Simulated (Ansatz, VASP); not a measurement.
# Ag in VASP and in Ansatz

File INCAR:

```
SYSTEM = Ag
PREC     = Accurate       ! precision mode
ENCUT    = 520            ! plane-wave cutoff, eV
EDIFF    = 1E-6           ! SCF threshold, eV
ISMEAR   = 0              ! smearing method
SIGMA    = 0.15           ! smearing width, eV
LREAL    = .False.        ! projectors in reciprocal space
LASPH    = .True.         ! aspherical terms in the spheres
NELM     = 60             ! most SCF steps
ALGO     = Normal         ! electronic algorithm
ISIF     = 2              ! what is computed and relaxed
LWAVE    = .False.        ! write WAVECAR
LCHARG   = .False.        ! write CHGCAR
GGA      = PE             ! functional
NBANDS   = 12             ! bands
```

KPOINTS

```
regular mesh
0
Gamma
  20 20 20
  0 0 0
```

POSCAR

```
Ag
1.0
    0.0000000000      2.0431000000      2.0941775000
    2.0431000000      0.0000000000      2.0941775000
    2.0431000000      2.0431000000      0.0000000000
Ag
1
Direct
    0.0000000000      0.0000000000      0.0000000000
```

Input for Ansatz:

```yaml
crystal:
  lattice:
    - [0.0, 2.0431, 2.0941775]
    - [2.0431, 0.0, 2.0941775]
    - [2.0431, 2.0431, 0.0]
  atoms:
    - { symbol: Ag, position: [0.0, 0.0, 0.0] }
basis:
  ecutwfc: 420
kpoints:
  mp_grid: { grid: [20, 20, 20] }
hamiltonian:
  xc: pbe
scf:
  occupations: { method: gaussian, width: 0.15 }
output:
  forces: true
  stress: true
  eigenvalues: true
```

Change from the starting cell: strain +0.000 along x and y, +0.025 along z, atoms carried along.

Alike in both runs: task single point; functional PBE; k mesh 20 × 20 × 20; occupations gaussian, width 0.15 eV; no spin polarisation.

```csv
,VASP,Ansatz
version,VASP 6.6.1,Ansatz 0.2.0
potentials or method,"VASP PAW PBE potentials, release 64 (Ag), cutoff 520 eV","scalar-relativistic, plane waves, PAW"
valence electrons in the cell,11,19
```

|  | VASP | Ansatz | Ansatz less VASP |
| --- | --- | --- | --- |
| gap on the k mesh at the Fermi level (eV) | none | none | - |
| pressure (GPa) | 1.8 | 2.0 | +0.14 |
| traceless stress, the component that is largest in VASP (GPa) | -0.67 | -0.68 | -0.005 |

A gap of «none» marks a metal or a gap that the smearing closes. The functional is the same, so the differences come from potentials, cutoffs and numerics. VASP's potentials hold 11 valence electrons a cell and Ansatz's 19, so a difference there can come from the potentials and not from the codes.
